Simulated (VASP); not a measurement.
Set up this calculation in VASP 6.6.1, as the native input.

| Quantity | Value |
| --- | --- |
| Task | single point |
| Functional | r2SCAN |
| Potentials or basis | VASP PAW PBE potentials, release 64 (Mg, Au) |
| Cutoff | 660 eV |
| k mesh | 11 × 11 × 11 |
| Occupations | fermi-dirac, width 0.05 eV |
| Spin | no spin polarisation |
| Dipole correction | no |
| Further INCAR settings | ALGO = Normal; EDIFF = 1e-06; NBANDS = 14 |

MgAu:

```
CELL_PARAMETERS angstrom
2.49740 0.00000 0.00000
0.00000 2.49740 0.00000
0.00000 0.00000 2.49740
ATOMIC_POSITIONS crystal
Mg 0.50000 0.50000 0.50000
Au 0.00000 0.00000 0.00000
```

One way to write it, as run:

POSCAR

```
MgAu
1.0
    2.4974024402      0.0000000000      0.0000000000
    0.0000000000      2.4974024402      0.0000000000
    0.0000000000      0.0000000000      2.4974024402
Mg Au
1 1
Direct
    0.5000000000      0.5000000000      0.5000000000
    0.0000000000      0.0000000000      0.0000000000
```

INCAR.step1

```
ALGO = Normal
EDIFF = 1E-5
ENCUT = 660
GGA = PE
GGA_COMPAT = F
ISMEAR = -1
LASPH = T
LCHARG = F
LREAL = F
LWAVE = T
NBANDS = 14
NELM = 120
PREC = Accurate
SIGMA = 0.05
```

INCAR.step2

```
ALGO = Normal
EDIFF = 1E-6
ENCUT = 660
GGA_COMPAT = F
ISIF = 2
ISMEAR = -1
ISTART = 1
LASPH = T
LCHARG = T
LELF = T
LMIXTAU = T
LREAL = F
LVHAR = T
LWAVE = F
METAGGA = R2SCAN
NBANDS = 14
NELM = 120
PREC = Accurate
SIGMA = 0.05
```

KPOINTS

```
k-points
0
Gamma
  11 11 11
```

Potentials or basis: VASP PAW PBE potentials, release 64 (Mg, Au).

Run with:

```sh
$ cat potpaw_PBE.64/Mg/POTCAR potpaw_PBE.64/Au/POTCAR > POTCAR
$ cp INCAR.step1 INCAR
$ mpirun -np 1 vasp_std > vasp.out
$ cp INCAR.step2 INCAR
$ mpirun -np 1 vasp_std > vasp.out
```

Results of the run:

The pressure is 525.4 GPa.

Caveat: the PAW data sets were made with another functional, which shifts forces and pressure a little.

It took 33 s on 1 thread of Intel(R) Xeon(R) Platinum 8375C CPU @ 2.90GHz (Ice Lake), with other jobs on the host, peak memory 0.16 GiB.
